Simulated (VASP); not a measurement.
# TiNi (Pm-3m) in VASP: relaxation of cell and atoms with r2SCAN

Aim: the relaxation of cell and atoms of TiNi with r2SCAN.

All numbers are computed with VASP 6.6.1; they aren't measurements. Logs are shortened: lines on timing, memory, paths and dates and some standing lists are left out, and cuts for length are marked.

**1. The cell of the first run**

Symmetry: Pm-3m, No. 221, cubic system. The conventional cell has a = 2.988 Å, b = 2.988 Å, c = 2.988 Å, α = 90.00°, β = 90.00°, γ = 90.00°. Within 3.4 Å of Ti (site symmetry m-3m) lie 8 Ni at 2.59 Å and 6 Ti at 2.99 Å. Within 3.4 Å of Ni (site symmetry m-3m) lie 8 Ti at 2.59 Å and 6 Ni at 2.99 Å.

**2. Relaxation of cell and atoms, r2SCAN, collinear spin, ferromagnetic start**

The input, POSCAR:

```
TiNi
1.0
    2.9880661300      0.0000000000      0.0000000000
    0.0000000000      2.9880661300      0.0000000000
    0.0000000000      0.0000000000      2.9880661300
Ti Ni
1 1
Direct
    0.5000000000      0.5000000000      0.5000000000
    0.0000000000      0.0000000000      0.0000000000
```

The input, INCAR.step1:

```
SYSTEM = TiNi
  ALGO = Normal
  EDIFF = 1E-4
  ENCUT = 600
  GGA = PE
  ISMEAR = 0
  ISPIN = 2
  LASPH = .True.
  LCHARG = .False.
  LMAXMIX = 4
  LREAL = .False.
  LWAVE = .True.
  MAGMOM = 0.5 0.38
  NELM = 150
  PREC = Accurate
  SIGMA = 0.1
```

The input, INCAR.step2:

```
SYSTEM = TiNi
  ALGO = Normal
  EDIFF = 1E-6
  EDIFFG = -0.005
  ENCUT = 600
  IBRION = 2
  ISIF = 3
  ISMEAR = 0
  ISPIN = 2
  ISTART = 1
  LASPH = .True.
  LCHARG = .False.
  LMAXMIX = 4
  LMIXTAU = .True.
  LORBIT = 11
  LREAL = .False.
  LWAVE = .False.
  MAGMOM = 0.5 0.38
  METAGGA = R2SCAN
  NELM = 150
  NSW = 100
  PREC = Accurate
  SIGMA = 0.1
```

The input, KPOINTS:

```
k-points
0
Gamma
  14 14 14
  0 0 0
```

Potentials or basis: VASP PAW PBE potentials, release 64 (Ti_sv, Ni).

Started as:

```console
$ cat potpaw_PBE.64/Ti_sv/POTCAR potpaw_PBE.64/Ni/POTCAR > POTCAR
$ cp INCAR.step1 INCAR
$ mpirun -np 1 vasp_std > vasp.out
$ cp INCAR.step2 INCAR
$ mpirun -np 1 vasp_std > vasp.out
```

OUTCAR:

```text
SYSTEM = TiNi
   EDIFF = 1E-6
   EDIFFG = -0.005
   ENCUT = 600
   IBRION = 2
   ISIF = 3
   ISMEAR = 0
   ISPIN = 2
   ISTART = 1
   LASPH = .True.
   LORBIT = 11
   LREAL = .False.
   METAGGA = R2SCAN
   NELM = 150
   NSW = 100
   PREC = Accurate

 ion  position               nearest neighbor table
   1  0.500  0.500  0.500-   2 2.59   2 2.59   2 2.59   2 2.59   2 2.59   2 2.59   2 2.59   2 2.59

   2  0.000  0.000  0.000-   1 2.59   1 2.59   1 2.59   1 2.59   1 2.59   1 2.59   1 2.59   1 2.59

  LATTYP: Found a simple cubic cell.
 ALAT       =     2.9880661300

  Lattice vectors:

 A1 = (   2.9880661300,   0.0000000000,   0.0000000000)
 A2 = (   0.0000000000,   2.9880661300,   0.0000000000)
 A3 = (   0.0000000000,   0.0000000000,   2.9880661300)

Analysis of symmetry for initial positions (statically):
=====================================================================
 Subroutine PRICEL returns:
 Original cell was already a primitive cell.

 Routine SETGRP: Setting up the symmetry group for a
 simple cubic supercell.

 Subroutine GETGRP returns: Found 48 space group operations
 (whereof 48 operations were pure point group operations)
 out of a pool of 48 trial point group operations.

The static configuration has the point symmetry O_h .

Analysis of symmetry for dynamics (positions and initial velocities):
=====================================================================
 Subroutine PRICEL returns:
 Original cell was already a primitive cell.

 Routine SETGRP: Setting up the symmetry group for a
 simple cubic supercell.

 Subroutine GETGRP returns: Found 48 space group operations
 (whereof 48 operations were pure point group operations)
 out of a pool of 48 trial point group operations.

The dynamic configuration has the point symmetry O_h .

Analysis of structural, dynamic, and magnetic symmetry:
=====================================================================
 Subroutine PRICEL returns:
 Original cell was already a primitive cell.

 Routine SETGRP: Setting up the symmetry group for a
 simple cubic supercell.

 Subroutine GETGRP returns: Found 48 space group operations
 (whereof 48 operations were pure point group operations)
 out of a pool of 48 trial point group operations.

The overall configuration has the point symmetry O_h .

 Subroutine INISYM returns: Found 48 space group operations
 (whereof 48 operations are pure point group operations),
 and found     1 'primitive' translations

----------------------------------------------------------------------------------------

                                     Primitive cell

  volume of cell :      26.6791

[... 121 lines left out ...]
 Gauss-broadening in eV      SIGMA  =   0.10
  energy-cutoff  :      600.00
  volume of cell :       26.68
 maximum number of plane-waves:       912
 NGX is ok and might be reduce to    24
   NGX = 11   NGY = 11   NGZ = 11

--------------------------------------- Ionic step        1  -------------------------------------------

 number of electron      21.9999986 magnetization      -0.0000186

 Free energy of the ion-electron system (eV)
  ---------------------------------------------------
  ext. energy  EPLUGINS =         0.00000000
  ---------------------------------------------------
  free energy    TOTEN  =       -25.57925148 eV

  energy without entropy =      -25.56674291  energy(sigma->0) =      -25.57299720

------------------------ aborting loop because EDIFF is reached ----------------------------------------

  FORCE on cell =-STRESS in cart. coord.  units (eV):
  Direction    XX          YY          ZZ          XY          YZ          ZX
  --------------------------------------------------------------------------------------
  -------------------------------------------------------------------------------------
  Total        0.0735618      0.0735618      0.0735618     -0.0000000      0.0000000      0.0000000
  in kB        4.4176585      4.4176585      4.4176585     -0.0000000      0.0000000      0.0000000
  external PRESSURE =       4.4176585 kB  Pullay stress =       0.0000000 kB
[... 135 lines left out ...]
 number of electron      21.9999987 magnetization      -0.0000001

 number of electron      21.9999987 magnetization       0.0000002

 Free energy of the ion-electron system (eV)
  ---------------------------------------------------
  ext. energy  EPLUGINS =         0.00000000
  ---------------------------------------------------
  free energy    TOTEN  =       -25.57940051 eV

  energy without entropy =      -25.56689501  energy(sigma->0) =      -25.57314776

 E-fermi :   9.5502     XC(G=0): -13.5402

 val. band max:        9.5340678682   @ k =   0.3571   0.2143   0.2143
 cond. band min:       9.5575077590   @ k =   0.3571   0.0000   0.0000
 fundamental gap:      0.0234398909
 Fermi energy:         9.5501646708

 spin component 1

 k-point     1 :       0.0000    0.0000    0.0000
  band No.  band energies     occupation
      1     -50.0661      1.00000
      2     -25.1142      1.00000
      3     -25.1142      1.00000
      4     -25.1142      1.00000
      5       1.2968      1.00000
      6       5.5109      1.00000
      7       5.5109      1.00000
      8       7.4865      1.00000
      9       7.4865      1.00000
     10       7.4865      1.00000
     11      10.0838      0.00000
     12      10.0838      0.00000
     13      12.2499      0.00000
     14      12.2499      0.00000
[... 403 lines left out ...]
      4     -25.0843      1.00000
      5       4.1776      1.00000
      6       5.9918      1.00000
      7       6.6974      1.00000
      8       7.0776      1.00000
      9       7.3116      1.00000
     10       7.4158      1.00000
     11       9.3894      0.98851
     12       9.8060      0.00015
     13      10.5053      0.00000
     14      10.9831      0.00000
     15      11.9736      0.00000

 [... further k-points ...]

 spin component 2

 k-point     1 :       0.0000    0.0000    0.0000
  band No.  band energies     occupation
      1     -50.0661      1.00000
      2     -25.1142      1.00000
      3     -25.1142      1.00000
      4     -25.1142      1.00000
      5       1.2968      1.00000
      6       5.5109      1.00000
      7       5.5109      1.00000
      8       7.4865      1.00000
      9       7.4865      1.00000
     10       7.4865      1.00000
     11      10.0838      0.00000
     12      10.0838      0.00000
     13      12.2499      0.00000
     14      12.2499      0.00000
[... 444 lines left out ...]
  FREE ENERGIE OF THE ION-ELECTRON SYSTEM (eV)
  ---------------------------------------------------
  free  energy   TOTEN  =       -25.5794005106 eV

  energy  without entropy=      -25.5668950135  energy(sigma->0) =      -25.57314776

 reached required accuracy - stopping structural energy minimisation

 total charge

# of ion       s       p       d       tot
------------------------------------------
    1        2.237   6.175   1.795  10.208
    2        0.599   0.511   8.334   9.444
--------------------------------------------------
tot          2.836   6.686  10.129  19.651

 magnetization (x)

# of ion       s       p       d       tot
------------------------------------------
    1        0.000   0.000  -0.000  -0.000
    2        0.000   0.000   0.000   0.000
--------------------------------------------------
tot          0.000   0.000  -0.000   0.000
```

It took 21 min on 1 thread of Oxide Virtual Turin-like, shared host; peak memory 0.21 GiB.

Results:

```yaml
Free_energy: -25.5794 eV
Relaxed_volume: 13.38 Å³/atom
Relaxed_cell: a = 2.991 Å, b = 2.991 Å, c = 2.991 Å, α = 90.00°, β = 90.00°, γ = 90.00°
Space_group_after_relaxing_to_0.1_Å: Pm-3m (No. 221)
Energy_gained_by_relaxing: 0.1 meV/atom
Ionic_steps: 5
Pressure_after_relaxing: -0.1 GPa
Band_gap_on_the_k_mesh: zero (filled and empty bands overlap)
Net_moment: 0.00 μB per cell
Valence_electrons_inside_the_program's_atomic_spheres: Ti 10.21; Ni 9.44
```

Step by step:
```tsv
step	energy change (eV)	largest force (eV/Å)	pressure (GPa)	volume (Å³)
1	0.0000	0.0000	0.44	26.68
2	-0.0001	0.0000	-0.31	26.82
3	-0.0001	0.0000	-0.09	26.77
4	-0.0001	0.0000	0.08	26.76
5	-0.0001	0.0000	-0.05	26.76
```

Final structure:
```yaml
crystal:
  lattice:
    - [2.99117, 0.00000, 0.00000]
    - [0.00000, 2.99117, 0.00000]
    - [0.00000, 0.00000, 2.99117]
  atoms:
    - { symbol: Ti, position: [0.50000, 0.50000, 0.50000] }
    - { symbol: Ni, position: [0.00000, 0.00000, 0.00000] }
```

Caveat: the PAW data sets were made with another functional, which shifts forces and pressure a little.

The gap in the log of VASP goes by the Fermi energy; the results here count the filled bands.